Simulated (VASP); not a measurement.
# HfN (I4/mmm) in VASP: further runs

Runs on HfN. Level: PBEsol. Tasks: single point.

All numbers are computed with VASP 6.6.1; they aren't measurements. Logs are shortened: lines on timing, memory, paths and dates and some standing lists are left out, and cuts for length are marked.

### Step 1. The cell of the first run

The structure is tetragonal, space group I4/mmm (No. 139). The conventional cell has a = 3.373 Å, b = 3.373 Å, c = 4.054 Å, α = 90.00°, β = 90.00°, γ = 90.00°. Hf (site symmetry 4/mmm) has 6 N at 2.03 to 2.38 Å within 2.7 Å. Within 2.7 Å of N (site symmetry 4/mmm) lie 6 Hf at 2.03 to 2.38 Å.

### Step 2. Single point, PBEsol

File INCAR:

```
SYSTEM = HfN
PREC     = Accurate       ! precision mode
ENCUT    = 520            ! plane-wave cutoff, eV
EDIFF    = 1E-7           ! SCF threshold, eV
ISMEAR   = 0              ! smearing method
SIGMA    = 0.15           ! smearing width, eV
LREAL    = .FALSE.        ! projectors in reciprocal space
LASPH    = .TRUE.         ! aspherical terms in the spheres
NELM     = 60             ! most SCF steps
ALGO     = Normal         ! electronic algorithm
ISIF     = 2              ! what is computed and relaxed
LWAVE    = .FALSE.        ! write WAVECAR
LCHARG   = .TRUE.         ! write CHGCAR
GGA      = PS             ! functional
LELF     = .TRUE.         ! ELF
LVHAR    = .TRUE.       
NBANDS   = 14             ! bands
```

File KPOINTS:

```
Automatic mesh
0
G
  20 20 20
  0 0 0
```

File POSCAR:

```
HfN
1.0
    0.0000000000      2.3847521867      2.0270393587
    2.3847521867      0.0000000000      2.0270393587
    2.3847521867      2.3847521867      0.0000000000
Hf N
1 1
Direct
    0.0000000000      0.0000000000      0.0000000000
    0.5000000000      0.5000000000      0.5000000000
```

Potentials or basis: VASP PAW PBE potentials, release 64 (Hf_pv, N).

On the command line:

```sh
> cat potpaw_PBE.64/Hf_pv/POTCAR potpaw_PBE.64/N/POTCAR > POTCAR
> mpirun -np 1 vasp_std > vasp.out
```

OUTCAR:

```text
SYSTEM = HfN
   PREC = Accurate
   ENCUT = 520
   EDIFF = 1E-7
   ISMEAR = 0
   LREAL = .FALSE.
   LASPH = .TRUE.
   NELM = 60
   ISIF = 2
   GGA = PS

 ion  position               nearest neighbor table
   1  0.000  0.000  0.000-   2 2.03   2 2.03   2 2.38   2 2.38   2 2.38   2 2.38
   2  0.500  0.500  0.500-   1 2.03   1 2.03   1 2.38   1 2.38   1 2.38   1 2.38

  LATTYP: Found a body centered tetragonal cell.
 ALAT       =     3.3725488853
 C/A-ratio  =     1.2020815280

  Lattice vectors:

 A1 = (   0.0000000000,  -2.3847521867,  -2.0270393587)
 A2 = (   0.0000000000,   2.3847521867,  -2.0270393587)
 A3 = (   2.3847521867,   0.0000000000,   2.0270393587)

Analysis of symmetry for initial positions (statically):
=====================================================================
 Subroutine PRICEL returns:
 Original cell was already a primitive cell.

 Routine SETGRP: Setting up the symmetry group for a
 body centered tetragonal supercell.

 Subroutine GETGRP returns: Found 16 space group operations
 (whereof 16 operations were pure point group operations)
 out of a pool of 16 trial point group operations.

The static configuration has the point symmetry D_4h.

Analysis of symmetry for dynamics (positions and initial velocities):
=====================================================================
 Subroutine PRICEL returns:
 Original cell was already a primitive cell.

 Routine SETGRP: Setting up the symmetry group for a
 body centered tetragonal supercell.

 Subroutine GETGRP returns: Found 16 space group operations
 (whereof 16 operations were pure point group operations)
 out of a pool of 16 trial point group operations.

The dynamic configuration has the point symmetry D_4h.

 Subroutine INISYM returns: Found 16 space group operations
 (whereof 16 operations are pure point group operations),
 and found     1 'primitive' translations

----------------------------------------------------------------------------------------

                                     Primitive cell

  volume of cell :      23.0557

  direct lattice vectors                    reciprocal lattice vectors
     0.000000000  2.384752187  2.027039359    -0.209665391  0.209665391  0.246665166
     2.384752187  0.000000000  2.027039359     0.209665391 -0.209665391  0.246665166
     2.384752187  2.384752187  0.000000000     0.209665391  0.209665391 -0.246665166

  length of vectors
     3.129845292  3.129845292  3.372548885     0.385697883  0.385697883  0.385697883

  position of ions in fractional coordinates (direct lattice)
     0.000000000  0.000000000  0.000000000
     0.500000000  0.500000000  0.500000000

  ion indices of the primitive-cell ions
   primitive index   ion index
                 1           1
                 2           2

----------------------------------------------------------------------------------------

 KPOINTS: Automatic mesh

Automatic generation of k-mesh.
 Grid dimensions read from file:
 generate k-points for:   20   20   20

 Generating k-lattice:

  Cartesian coordinates                     Fractional coordinates (reciprocal lattice)
    -0.010483270  0.010483270  0.012333258     0.050000000  0.000000000  0.000000000
     0.010483270 -0.010483270  0.012333258     0.000000000  0.050000000  0.000000000
     0.010483270  0.010483270 -0.012333258     0.000000000  0.000000000  0.050000000

  Length of vectors
     0.019284894  0.019284894  0.019284894

  Shift w.r.t. Gamma in fractional coordinates (k-lattice)
     0.000000000  0.000000000  0.000000000

 Subroutine IBZKPT returns following result:
 ===========================================

 Found    641 irreducible k-points:

 Following reciprocal coordinates:
            Coordinates               Weight
  0.000000  0.000000  0.000000      1.000000
  0.050000  0.000000  0.000000      8.000000
  0.100000  0.000000  0.000000      8.000000
  0.150000  0.000000  0.000000      8.000000
  0.200000  0.000000  0.000000      8.000000
  0.250000 -0.000000  0.000000      8.000000
[... 16 lines left out ...]
 -0.400000  0.050000  0.000000      8.000000
 -0.350000  0.050000  0.000000      8.000000
 [... further k-points ...]
   k-points           NKPTS =    641   k-points in BZ     NKDIM =    641   number of bands    NBANDS=     14
   number of dos      NEDOS =    301   number of ions     NIONS =      2
   total plane-waves  NPLWV =  16128
   dimension x,y,z NGX =    24 NGY =   24 NGZ =   28
   dimension x,y,z NGXF=    48 NGYF=   48 NGZF=   56
   ions per type =               1   1
   NGX,Y,Z   is equivalent  to a cutoff of  12.75, 12.75, 13.80 a.u.
   NGXF,Y,Z  is equivalent  to a cutoff of  25.50, 25.50, 27.60 a.u.
 SYSTEM =  HfN
   PREC   = accura    normal or accurate (medium, high low for compatibility)
   ISTART =      0    job   : 0-new  1-cont  2-samecut
   ICHARG =      2    charge: 1-file 2-atom 10-const
   ISPIN  =      1    spin polarized calculation?
[... 65 lines left out ...]
      4      -9.3287      2.00000
      5       4.9119      2.00000
      6       4.9119      2.00000
      7       6.0359      2.00000
      8       7.4393      2.00000
      9       7.4393      2.00000
     10       7.6003      2.00000
     11       8.9510      0.00000
     12       9.1692      0.00000
     13      14.4191      0.00000
     14      18.0443      0.00000

 k-point     2 :       0.0500    0.0000    0.0000
  band No.  band energies     occupation
      1     -22.8042      2.00000
      2     -22.7813      2.00000
      3     -22.7761      2.00000
      4      -9.2643      2.00000
      5       4.6278      2.00000
      6       4.7332      2.00000
      7       5.8250      2.00000
      8       7.5644      2.00000
      9       7.5798      2.00000
     10       7.8764      1.99956
     11       9.1318      0.00000
     12       9.1828      0.00000
     13      14.6099      0.00000
     14      18.2464      0.00000

 k-point     3 :       0.1000    0.0000    0.0000
  band No.  band energies     occupation
      1     -22.8841      2.00000
      2     -22.7954      2.00000
      3     -22.7755      2.00000
      4      -9.0761      2.00000
      5       3.9925      2.00000
      6       4.3106      2.00000
      7       5.3156      2.00000
      8       7.8074      1.99997
      9       7.9246      1.99779
     10       8.5263      0.00900
     11       9.2524      0.00000
     12       9.6329      0.00000
     13      15.1350      0.00000
     14      18.8171      0.00000

 k-point     4 :       0.1500    0.0000    0.0000
  band No.  band energies     occupation
      1     -23.0056      2.00000
      2     -22.8174      2.00000
      3     -22.7745      2.00000
      4      -8.7783      2.00000
      5       3.2412      2.00000
      6       3.8053      2.00000
      7       4.6715      2.00000
      8       8.1071      1.81970
      9       8.3988      0.15859
     10       9.1422      0.00000
     11       9.5770      0.00000
     12      10.3540      0.00000
     13      15.8840      0.00000
     14      19.6472      0.00000

 k-point     5 :       0.2000    0.0000    0.0000
  band No.  band energies     occupation
      1     -23.1542      2.00000
      2     -22.8449      2.00000
      3     -22.7733      2.00000
      4      -8.3926      2.00000
      5       2.4647      2.00000
      6       3.3050      2.00000
      7       3.9969      2.00000
      8       8.4539      0.05362
      9       8.9902      0.00000
     10       9.4571      0.00000
     11      10.3581      0.00000
[... 276 lines left out ...]
 k-point    22 :      -0.4500    0.0500    0.0000
  band No.  band energies     occupation
      1     -23.7669      2.00000
      2     -22.9727      2.00000
      3     -22.7885      2.00000
      4      -6.4023      2.00000
      5      -0.5226      2.00000
      6       1.8111      2.00000
      7       1.9840      2.00000
      8      10.8610      0.00000
      9      11.4803      0.00000
     10      12.6041      0.00000
     11      13.4244      0.00000
     12      15.2504      0.00000
     13      16.7657      0.00000
     14      20.3672      0.00000

 k-point    23 :      -0.4000    0.0500    0.0000
  band No.  band energies     occupation
      1     -23.7055      2.00000
      2     -22.9575      2.00000
      3     -22.7926      2.00000
      4      -6.7012      2.00000
      5      -0.2121      2.00000
      6       1.9153      2.00000
      7       2.2759      2.00000
      8      10.6808      0.00000
      9      11.0544      0.00000
     10      11.9063      0.00000
     11      13.4085      0.00000
     12      14.9172      0.00000
     13      16.9280      0.00000
     14      20.6424      0.00000

 k-point    24 :      -0.3500    0.0500    0.0000
  band No.  band energies     occupation
      1     -23.6055      2.00000
      2     -22.9348      2.00000
      3     -22.7967      2.00000
      4      -7.1005      2.00000
      5       0.2450      2.00000
      6       2.1073      2.00000
      7       2.6898      2.00000
      8       9.9291      0.00000
      9      11.0120      0.00000
     10      11.0703      0.00000
     11      13.0622      0.00000
     12      14.3212      0.00000
     13      17.2041      0.00000
     14      20.4922      0.00000

 [... further k-points ...]
[... 5 lines left out ...]
  --------------------------------------------------------------------------------------
  -------------------------------------------------------------------------------------
  Total       -3.1692088     -3.1692088     12.4434827      0.0000000      0.0000000      0.0000000
  in kB     -220.2331758   -220.2331758    864.7166903      0.0000000      0.0000000      0.0000000
  external PRESSURE =     141.4167796 kB  Pullay stress =       0.0000000 kB

 VOLUME and BASIS-vectors are now :
 -----------------------------------------------------------------------------
  energy-cutoff  :      520.00
  volume of cell :       23.06
      direct lattice vectors                 reciprocal lattice vectors
     0.000000000  2.384752187  2.027039359    -0.209665391  0.209665391  0.246665166
     2.384752187  0.000000000  2.027039359     0.209665391 -0.209665391  0.246665166
     2.384752187  2.384752187  0.000000000     0.209665391  0.209665391 -0.246665166

 POSITION                                       TOTAL-FORCE (eV/Angst)
 -----------------------------------------------------------------------------------
      0.00000      0.00000      0.00000         0.000000     -0.000000      0.000000
      2.38475      2.38475      2.02704        -0.000000      0.000000      0.000000
 -----------------------------------------------------------------------------------
    total drift:                                0.000000     -0.000000     -0.000000

  FREE ENERGIE OF THE ION-ELECTRON SYSTEM (eV)
  ---------------------------------------------------
  free  energy   TOTEN  =       -22.2272412980 eV

  energy  without entropy=      -22.2203197159  energy(sigma->0) =      -22.22378051
```

It took 63 s on 1 thread of Intel Xeon 6975P-C (Granite Rapids), shared host; peak memory 0.33 GiB.

Results:

* Free energy: -22.2272 eV
* Pressure: 14.1 GPa

Caveat: the PAW data sets were made with another functional, which shifts forces and pressure a little; spin-orbit coupling is left out, which moves the levels of the heavy elements.

### Step 3. Single point, PBEsol

This run uses another cell than the first one, of the same volume but with other edges.

File INCAR:

```
ALGO     = Normal         # electronic algorithm
EDIFF    = 1E-7           # SCF threshold, eV
ENCUT    = 520            # plane-wave cutoff, eV
GGA      = PS             # functional
ISIF     = 2              # what is computed and relaxed
ISMEAR   = 0              # smearing method
LASPH    = True           # aspherical terms in the spheres
LCHARG   = False          # write CHGCAR
LREAL    = False          # projectors in reciprocal space
LWAVE    = False          # write WAVECAR
NBANDS   = 14             # bands
NELM     = 100            # most SCF steps
PREC     = Accurate       # precision mode
SIGMA    = 0.15           # smearing width, eV
```

File KPOINTS:

```
k-points
0
Gamma
  20 20 20
```

File POSCAR:

```
HfN
1.0
    0.0000000000      2.1258003892      2.5509604671
    2.1258003892      0.0000000000      2.5509604671
    2.1258003892      2.1258003892      0.0000000000
Hf N
1 1
Direct
    0.0000000000      0.0000000000      0.0000000000
    0.5000000000      0.5000000000      0.5000000000
```

Potentials or basis: VASP PAW PBE potentials, release 64 (Hf_pv, N).

On the command line:

```sh
> cat potpaw_PBE.64/Hf_pv/POTCAR potpaw_PBE.64/N/POTCAR > POTCAR
> mpirun -np 1 vasp_std > vasp.out
```

Run time: 90 s. Hardware: 1 thread of Intel Xeon 6975P-C (Granite Rapids), shared host; peak memory 0.34 GiB.

It converged, with:

```yaml
Free_energy: -22.3676 eV
Pressure: 15.5 GPa
```

Stress tensor (GPa, compression positive):
```
 35.67   0.00   0.00
  0.00  35.67   0.00
  0.00   0.00 -24.99
```

Levels at points of the mesh, in eV from the Fermi level:
| k point | band 6 | band 7 | band 8 | band 9 | band 10 | band 11 |
| --- | --- | --- | --- | --- | --- | --- |
| (0.00, 0.00, 0.00) | -2.63 | -2.63 | -1.56 | -1.50 | 0.66 | 0.66 |
| (0.50, 0.00, 0.00) | -6.48 | -6.29 | 3.66 | 3.71 | 4.09 | 4.72 |
| (0.50, 0.50, 0.00) | -3.52 | -3.02 | -3.02 | 4.37 | 5.42 | 5.42 |
| (0.50, 0.00, 0.50) | -4.02 | -3.70 | -3.35 | 2.80 | 3.90 | 7.12 |

Caveat: the PAW data sets were made with another functional, which shifts forces and pressure a little; spin-orbit coupling is left out, which moves the levels of the heavy elements.

### Step 4. Single point, PBEsol

This run uses another cell than the first one, of the same volume but with other edges.

File INCAR:

```
SYSTEM = HfN
PREC = Accurate ; ENCUT = 520
EDIFF = 1E-7 ; ISMEAR = 0
SIGMA = 0.15 ; LREAL = .False.
LASPH = .True. ; NELM = 60
ALGO = Normal ; ISIF = 2
LWAVE = .False. ; LCHARG = .False.
GGA = PS ; NBANDS = 14
```

File KPOINTS:

```
regular mesh
0
Gamma
  20 20 20
  0 0 0
```

File POSCAR:

```
HfN
1.0
    0.0000000000      2.4540572876      1.9141646843
    2.4540572876      0.0000000000      1.9141646843
    2.4540572876      2.4540572876      0.0000000000
Hf N
1 1
Direct
    0.0000000000      0.0000000000      0.0000000000
    0.5000000000      0.5000000000      0.5000000000
```

On the command line:

```sh
> cat potpaw_PBE.64/Hf_pv/POTCAR potpaw_PBE.64/N/POTCAR > POTCAR
> mpirun -np 1 vasp_std > vasp.out
```

It took 63 s on 1 thread of Intel Xeon 6975P-C (Granite Rapids), shared host; peak memory 0.32 GiB.

It converged, with:

```
Free energy : -20.9955 eV
Pressure    : 42.8 GPa
```

Stress tensor (GPa, compression positive):
```
-21.80   0.00   0.00
  0.00 -21.80   0.00
  0.00   0.00 171.98
```

Levels at points of the mesh, in eV from the Fermi level:
| k point | band 6 | band 7 | band 8 | band 9 | band 10 | band 11 |
| --- | --- | --- | --- | --- | --- | --- |
| (0.00, 0.00, 0.00) | -3.47 | -1.84 | -1.36 | -0.79 | -0.79 | 0.16 |
| (0.50, 0.00, 0.00) | -6.83 | -6.77 | 2.39 | 3.94 | 5.29 | 5.74 |
| (0.50, 0.50, 0.00) | -4.41 | -4.29 | -2.71 | 4.66 | 5.12 | 5.12 |
| (0.50, 0.00, 0.50) | -3.86 | -3.16 | -1.74 | 1.41 | 4.06 | 6.02 |

Caveat: the PAW data sets were made with another functional, which shifts forces and pressure a little; spin-orbit coupling is left out, which moves the levels of the heavy elements.

### Step 5. Single point, PBEsol

This run uses another cell than the first one, of the same volume but with other edges.

File INCAR:

```
ALGO = Normal
EDIFF = 1E-6
ENCUT = 520
GGA = PS
ISIF = 2
ISMEAR = 0
LASPH = True
LCHARG = False
LREAL = False
LWAVE = False
NBANDS = 14
NELM = 80
PREC = Accurate
SIGMA = 0.15
```

File KPOINTS:

```
k-points
0
Gamma
  20 20 20
```

File POSCAR:

```
HfN
1.0
    0.0000000000      2.0698320789      2.6907817025
    2.0698320789      0.0000000000      2.6907817025
    2.0698320789      2.0698320789      0.0000000000
Hf N
1 1
Direct
    0.0000000000      0.0000000000      0.0000000000
    0.5000000000      0.5000000000      0.5000000000
```

On the command line:

```sh
> cat potpaw_PBE.64/Hf_pv/POTCAR potpaw_PBE.64/N/POTCAR > POTCAR
> mpirun -np 1 vasp_std > vasp.out
```

Wall time 85 s (1 thread of Intel Xeon 6975P-C (Granite Rapids), shared host); peak memory 0.33 GiB.

The run converged. Its results:

| Property | Result |
| --- | --- |
| Free energy | -21.8236 eV |
| Pressure | 35.0 GPa |

Stress tensor (GPa, compression positive):
```
 62.28   0.00   0.00
  0.00  62.28   0.00
  0.00   0.00 -19.62
```

Levels at points of the mesh, in eV from the Fermi level:
```tsv
k point	band 4	band 5	band 6	band 7	band 8	band 9	band 10	band 11
(0.00, 0.00, 0.00)	-17.46	-3.40	-2.48	-2.39	-2.39	-1.95	1.35	1.35
(0.50, 0.00, 0.00)	-14.02	-8.81	-6.64	-6.40	3.87	3.88	4.09	4.80
(0.50, 0.50, 0.00)	-16.72	-6.36	-3.39	-2.67	-2.67	4.71	5.40	5.40
(0.50, 0.00, 0.50)	-16.53	-4.03	-3.97	-3.42	-3.06	2.50	3.14	7.98
```

Caveat: the PAW data sets were made with another functional, which shifts forces and pressure a little; spin-orbit coupling is left out, which moves the levels of the heavy elements.

### Step 6. Overview

| cell | gap on the mesh (eV) | pressure (GPa) |
| --- | --- | --- |
| a = 3.130, b = 3.130, c = 3.373 Å, angles 57.4, 57.4, 65.2°, 2 atoms | none | 14.1 |
| a = 3.321, b = 3.321, c = 3.006 Å, angles 63.1, 63.1, 53.8°, 2 atoms | none | 15.5 |
| a = 3.112, b = 3.112, c = 3.471 Å, angles 56.1, 56.1, 67.8°, 2 atoms | none | 42.8 |
| a = 3.395, b = 3.395, c = 2.927 Å, angles 64.5, 64.5, 51.1°, 2 atoms | none | 35.0 |

Alike in all rows: task single point; level PBEsol; potentials or basis VASP PAW PBE potentials, release 64 (Hf_pv, N); no spin polarisation; k mesh 20 × 20 × 20; cutoff (eV) 520; smearing gaussian 0.15 eV.

Caveats: the PAW data sets were made with another functional, which shifts forces and pressure a little; spin-orbit coupling is left out, which moves the levels of the heavy elements.

Absolute energies hang on the potentials; compare differences alone.
